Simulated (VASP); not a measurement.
# In3GaSb2N2 (P6/mmm) in VASP: single point with PBE

Aim: the single point of In3GaSb2N2 with PBE.

All numbers are computed with VASP 6.6.1; they aren't measurements. Logs are shortened: lines on timing, memory, paths and dates and some standing lists are left out, and cuts for length are marked.

## (1) The cell of the first run

It takes space group P6/mmm (No. 191, hexagonal). The conventional cell has a = 9.831 Å, b = 9.831 Å, c = 4.086 Å, α = 90.00°, β = 90.00°, γ = 120.00°. In (site symmetry mmm) has 2 Sb at 2.84 Å and 4 N at 3.50 Å within 3.7 Å. Within 5.4 Å of Ga (site symmetry 6/mmm) lie 2 Ga at 4.09 Å and 12 In at 5.32 Å. Sb (site symmetry -6m2) has 2 N at 2.04 Å within 2.7 Å. Within 2.7 Å of N (site symmetry -6m2) lie 2 Sb at 2.04 Å.

The cell was generated, and may not be a known phase.

## (2) Single point, PBE

File INCAR:

```
  ALGO = Normal
  EDIFF = 1E-6
  ENCUT = 700
  GGA = PE
  GGA_COMPAT = F
  ISIF = 2
  ISMEAR = 0
  LASPH = T
  LCHARG = F
  LREAL = F
  LWAVE = F
  NBANDS = 56
  NELM = 120
  PREC = Accurate
  SIGMA = 0.15
```

File KPOINTS:

```
k-points
0
Gamma
  2 2 3
```

File POSCAR:

```
In3GaSb2N2
1.0
    9.8310240122      0.0000000000      0.0000000000
   -4.9155120061      8.5139165398      0.0000000000
    0.0000000000      0.0000000000      4.0859841658
In Ga Sb N
3 1 2 2
Direct
    0.5000000000      0.0000000000      0.5000000000
    0.0000000000      0.5000000000      0.5000000000
    0.5000000000      0.5000000000      0.5000000000
    0.0000000000      0.0000000000      0.0000000000
    0.3333333333      0.6666666667      0.5000000000
    0.6666666667      0.3333333333      0.5000000000
    0.3333333333      0.6666666667      0.0000000000
    0.6666666667      0.3333333333      0.0000000000
```

Potentials or basis: VASP PAW PBE potentials, release 64 (In_d, Ga_d, Sb_d_GW, N).

Run with:

```sh
cat potpaw_PBE.64/In_d/POTCAR potpaw_PBE.64/Ga_d/POTCAR potpaw_PBE.64/Sb_d_GW/POTCAR potpaw_PBE.64/N/POTCAR > POTCAR
mpirun -np 1 vasp_std > vasp.out
```

OUTCAR:

```text
EDIFF = 1E-6
   ENCUT = 700
   GGA = PE
   ISIF = 2
   ISMEAR = 0
   LASPH = T
   LREAL = F
   NELM = 120
   PREC = Accurate

 ion  position               nearest neighbor table
   1  0.500  0.000  0.500-   5 2.84   6 2.84
   2  0.000  0.500  0.500-   5 2.84   6 2.84
   3  0.500  0.500  0.500-   5 2.84   6 2.84
   4  0.000  0.000  0.000-
   5  0.333  0.667  0.500-   7 2.04   7 2.04   2 2.84   1 2.84   3 2.84
   6  0.667  0.333  0.500-   8 2.04   8 2.04   2 2.84   1 2.84   3 2.84
   7  0.333  0.667  0.000-   5 2.04   5 2.04
   8  0.667  0.333  0.000-   6 2.04   6 2.04

  LATTYP: Found a hexagonal cell.
 ALAT       =     9.8310240122
 C/A-ratio  =     0.4156214206

  Lattice vectors:

 A1 = (   9.8310240122,   0.0000000000,   0.0000000000)
 A2 = (  -4.9155120061,   8.5139165398,   0.0000000000)
 A3 = (   0.0000000000,   0.0000000000,   4.0859841658)

Analysis of symmetry for initial positions (statically):
=====================================================================
 Subroutine PRICEL returns:
 Original cell was already a primitive cell.

 Routine SETGRP: Setting up the symmetry group for a
 hexagonal supercell.

 Subroutine GETGRP returns: Found 24 space group operations
 (whereof 24 operations were pure point group operations)
 out of a pool of 24 trial point group operations.

The static configuration has the point symmetry D_6h.

Analysis of symmetry for dynamics (positions and initial velocities):
=====================================================================
 Subroutine PRICEL returns:
 Original cell was already a primitive cell.

 Routine SETGRP: Setting up the symmetry group for a
 hexagonal supercell.

 Subroutine GETGRP returns: Found 24 space group operations
 (whereof 24 operations were pure point group operations)
 out of a pool of 24 trial point group operations.

The dynamic configuration has the point symmetry D_6h.

 Subroutine INISYM returns: Found 24 space group operations
 (whereof 24 operations are pure point group operations),
 and found     1 'primitive' translations

----------------------------------------------------------------------------------------

                                     Primitive cell

  volume of cell :     341.9990

  direct lattice vectors                    reciprocal lattice vectors
     9.831024012  0.000000000  0.000000000     0.101718804  0.058727379  0.000000000
    -4.915512006  8.513916540  0.000000000     0.000000000  0.117454757  0.000000000
     0.000000000  0.000000000  4.085984166     0.000000000  0.000000000  0.244739079

  length of vectors
     9.831024012  9.831024012  4.085984166     0.117454757  0.117454757  0.244739079

  position of ions in fractional coordinates (direct lattice)
     0.500000000  0.000000000  0.500000000
     1.000000000  0.500000000  0.500000000
     0.500000000  0.500000000  0.500000000
     0.000000000  0.000000000  0.000000000
     0.333333333  0.666666667  0.500000000
     0.666666667  0.333333333  0.500000000
     0.333333333  0.666666667  0.000000000
     0.666666667  0.333333333  0.000000000

  ion indices of the primitive-cell ions
   primitive index   ion index
                 1           1
                 2           2
                 3           3
                 4           4
                 5           5
                 6           6
                 7           7
                 8           8

----------------------------------------------------------------------------------------

 KPOINTS: k-points

Automatic generation of k-mesh.
 Grid dimensions read from file:
 generate k-points for:    2    2    3

 Generating k-lattice:

  Cartesian coordinates                     Fractional coordinates (reciprocal lattice)
     0.050859402  0.029363689  0.000000000     0.500000000 -0.000000000  0.000000000
     0.000000000  0.058727379  0.000000000     0.000000000  0.500000000  0.000000000
     0.000000000  0.000000000  0.081579693     0.000000000  0.000000000  0.333333333

  Length of vectors
     0.058727379  0.058727379  0.081579693

  Shift w.r.t. Gamma in fractional coordinates (k-lattice)
     0.000000000  0.000000000  0.000000000

 Subroutine IBZKPT returns following result:
 ===========================================

 Found      4 irreducible k-points:

 Following reciprocal coordinates:
            Coordinates               Weight
  0.000000  0.000000  0.000000      1.000000
  0.500000 -0.000000  0.000000      3.000000
  0.000000  0.000000  0.333333      2.000000
  0.500000 -0.000000  0.333333      6.000000
   k-points           NKPTS =      4   k-points in BZ     NKDIM =      4   number of bands    NBANDS=     56
   number of dos      NEDOS =    301   number of ions     NIONS =      8
   total plane-waves  NPLWV = 291600
   dimension x,y,z NGX =    90 NGY =   90 NGZ =   36
   dimension x,y,z NGXF=   180 NGYF=  180 NGZF=   72
   ions per type =               3   1   2   2
   NGX,Y,Z   is equivalent  to a cutoff of  15.22, 15.22, 14.65 a.u.
   NGXF,Y,Z  is equivalent  to a cutoff of  30.44, 30.44, 29.29 a.u.
 SYSTEM =  unknown system
   PREC   = accura    normal or accurate (medium, high low for compatibility)
   ISTART =      0    job   : 0-new  1-cont  2-samecut
   ICHARG =      2    charge: 1-file 2-atom 10-const
   ISPIN  =      1    spin polarized calculation?
   LNONCOLLINEAR =      F non collinear calculations
   LSORBIT =      F    spin-orbit coupling
   LASPH  =      T    aspherical Exc in radial PAW
   ENCUT  =  700.0 eV  51.45 Ry    7.17 a.u.  21.21 21.21  8.81*2*pi/ulx,y,z
   NELM   =    120;   NELMIN=  2; NELMDL= -5     # of ELM steps
   EDIFF  = 0.1E-05   stopping-criterion for ELM
   LREAL  =      F    real-space projection
[... 7 lines left out ...]
   TEBEG  =    0.0;   TEEND  =   0.0 temperature during run
   PSTRESS=    0.0 pullay stress
   NELECT =      92.0000    total number of electrons
   NUPDOWN=      -1.0000    fix difference up-down
   EMIN   =  10.00;   EMAX   =-10.00  energy-range for DOS
   EFERMI =   0.00;   METHOD = LEGACY
   ISMEAR =     0;   SIGMA  =   0.15  broadening in eV -4-tet -1-fermi 0-gaus
   EFERMI_NEDOS =   21; number of points for ismear=-14 and -15
   IALGO  =     38    algorithm
   IMIX   =      4    mixing-type and parameters
     AMIX     =   0.40;   BMIX     =  1.00
     AMIX_MAG =   1.60;   BMIX_MAG =  1.00
  volume/ion in A,a.u.               =      42.75       288.49
  Fermi-wavevector in a.u.,A,eV,Ry     =   1.056807  1.997076 15.195555  1.116842
  Thomas-Fermi vector in A             =   2.192057
   LORBIT       =      0    0 simple, 1 ext, 2 COOP (PROOUT), +10 PAW based schemes
   GGA     = PE    functional components
   LHFCALC =     F    Hartree Fock is set to
   AEXX    =    0.0000 exact exchange contribution
   IVDW    =     0    specifies the selected vdW correction
   LEPSILON=     F    determine dielectric tensor
   LRPA    =     F    only Hartree local field effects (RPA)
 non-spin polarized calculation
 Gauss-broadening in eV      SIGMA  =   0.15
  energy-cutoff  :      700.00
  volume of cell :      342.00
 maximum number of plane-waves:     14380
 NGX is ok and might be reduce to    90
   NGX = 43   NGY = 43   NGZ = 17

 number of electron      91.9999992 magnetization

 Free energy of the ion-electron system (eV)
  ---------------------------------------------------
  ext. energy  EPLUGINS =         0.00000000
  ---------------------------------------------------
  free energy    TOTEN  =       -25.51270967 eV

  energy without entropy =      -25.42699799  energy(sigma->0) =      -25.46985383

 E-fermi :   1.6890     XC(G=0):  -6.9447

 val. band max:        1.6793125398   @ k =   0.5000  -0.0000   0.3333
 cond. band min:       1.7111763524   @ k =   0.5000  -0.0000   0.0000
 fundamental gap:      0.0318638126
 Fermi energy:         1.6889555553

 k-point     1 :       0.0000    0.0000    0.0000
  band No.  band energies     occupation
      1     -28.0542      2.00000
      2     -28.0531      2.00000
      3     -28.0403      2.00000
      4     -28.0403      2.00000
      5     -28.0383      2.00000
      6     -28.0383      2.00000
[... 48 lines left out ...]
     55       5.0690      0.00000
     56       5.2649      0.00000

 k-point     2 :       0.5000   -0.0000    0.0000
  band No.  band energies     occupation
      1     -28.0539      2.00000
      2     -28.0535      2.00000
      3     -28.0402      2.00000
      4     -28.0395      2.00000
      5     -28.0391      2.00000
      6     -28.0385      2.00000
[... 48 lines left out ...]
     55       5.2615      0.00000
     56       5.2980      0.00000

 k-point     3 :       0.0000    0.0000    0.3333
  band No.  band energies     occupation
      1     -28.0402      2.00000
      2     -28.0402      2.00000
      3     -28.0382      2.00000
      4     -28.0382      2.00000
      5     -28.0320      2.00000
      6     -28.0308      2.00000
[... 48 lines left out ...]
     55       3.6933      0.00000
     56       3.9980      0.00000

 k-point     4 :       0.5000   -0.0000    0.3333
  band No.  band energies     occupation
      1     -28.0401      2.00000
      2     -28.0395      2.00000
      3     -28.0391      2.00000
      4     -28.0383      2.00000
      5     -28.0316      2.00000
      6     -28.0312      2.00000
[... 48 lines left out ...]
     55       3.4163      0.00000
     56       3.8902      0.00000

------------------------ aborting loop because EDIFF is reached ----------------------------------------

  FORCE on cell =-STRESS in cart. coord.  units (eV):
  Direction    XX          YY          ZZ          XY          YZ          ZX
  --------------------------------------------------------------------------------------
  -------------------------------------------------------------------------------------
  Total        1.5303085      1.5303085      0.1157367      0.0000000      0.0000000     -0.0000000
  in kB        7.1691019      7.1691019      0.5421966      0.0000000      0.0000000     -0.0000000
  external PRESSURE =       4.9601335 kB  Pullay stress =       0.0000000 kB

 VOLUME and BASIS-vectors are now :
 -----------------------------------------------------------------------------
  energy-cutoff  :      700.00
  volume of cell :      342.00
      direct lattice vectors                 reciprocal lattice vectors
     9.831024012  0.000000000  0.000000000     0.101718804  0.058727379  0.000000000
    -4.915512006  8.513916540  0.000000000     0.000000000  0.117454757  0.000000000
     0.000000000  0.000000000  4.085984166     0.000000000  0.000000000  0.244739079

 POSITION                                       TOTAL-FORCE (eV/Angst)
 -----------------------------------------------------------------------------------
      4.91551      0.00000      2.04299         0.000000     -0.000000      0.000000
     -2.45776      4.25696      2.04299         0.000000     -0.000000      0.000000
      2.45776      4.25696      2.04299         0.000000     -0.000000      0.000000
      0.00000      0.00000      0.00000         0.000000     -0.000000      0.000000
     -0.00000      5.67594      2.04299        -0.000000      0.000000     -0.000000
      4.91551      2.83797      2.04299         0.000000     -0.000000      0.000000
     -0.00000      5.67594      0.00000        -0.000000      0.000000      0.000000
      4.91551      2.83797      0.00000         0.000000     -0.000000      0.000000
 -----------------------------------------------------------------------------------
    total drift:                               -0.000000      0.000000     -0.000000

  FREE ENERGIE OF THE ION-ELECTRON SYSTEM (eV)
  ---------------------------------------------------
  free  energy   TOTEN  =       -25.5127096734 eV

  energy  without entropy=      -25.4269979850  energy(sigma->0) =      -25.46985383
```

It took 5 min on 1 thread of Intel Xeon Platinum 8175M at 2.50GHz (Skylake/Cascade Lake), shared host; peak memory 0.65 GiB.

Results:

```yaml
Free_energy: -25.5127 eV
Pressure: 0.5 GPa
Band_gap_on_the_k_mesh: zero (bands 46 and 47 overlap by 0.05 eV)
```

Stress tensor (GPa, compression positive):
```
0.72 0.00 0.00
0.00 0.72 0.00
0.00 0.00 0.05
```

Caveat: the k points lie up to 0.51 Å⁻¹ apart; semilocal functionals underestimate gaps, and a narrow one can read as zero; spin-orbit coupling is left out, which moves the levels of the heavy elements.

The gap in the log of VASP goes by the Fermi energy; the results here count the filled bands.